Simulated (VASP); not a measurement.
A run of VASP 6.6.1 is set up as follows.

Contents of INCAR:

```
PREC = Accurate ; ENCUT = 520
EDIFF = 1E-7 ; ISMEAR = 0
SIGMA = 0.05 ; LREAL = F
LASPH = T ; NELM = 80
ALGO = Normal ; ISIF = 2
LWAVE = F ; LCHARG = F
GGA = PS ; NBANDS = 20
```

File KPOINTS:

```
regular mesh
0
Gamma
  12 12 2
```

Contents of POSCAR:

```
WS2
1.0
    3.1835163552      0.0000000000      0.0000000000
   -1.5917581776      2.7570060369      0.0000000000
    0.0000000000      0.0000000000     17.6286010056
W S
1 2
Direct
    0.3333333333      0.6666666667      0.0000000000
    0.6666666667      0.3333333333      0.9079994900
    0.6666666667      0.3333333333      0.0920005100
```

Potentials or basis: VASP PAW PBE potentials, release 64 (W_sv, S).

Launch:

```sh
$ cat potpaw_PBE.64/W_sv/POTCAR potpaw_PBE.64/S/POTCAR > POTCAR
$ mpirun -np 1 vasp_std > vasp.out
```

What does it give for the largest force?

1.250 eV/Å.

Predict the band gap on the k mesh.

1.82 eV, indirect (least direct gap 1.93 eV).

Forces on the atoms (eV/Å):
```
W    0.000  0.000  0.000
S    0.000  0.000  1.250
S    0.000  0.000 -1.250
```

Caveat: the cell differs from its parent crystal (strain +0.000 along x and y, +0.040 along z); the PAW data sets were made with another functional, which shifts forces and pressure a little; spin-orbit coupling is left out, which moves the levels of the heavy elements.
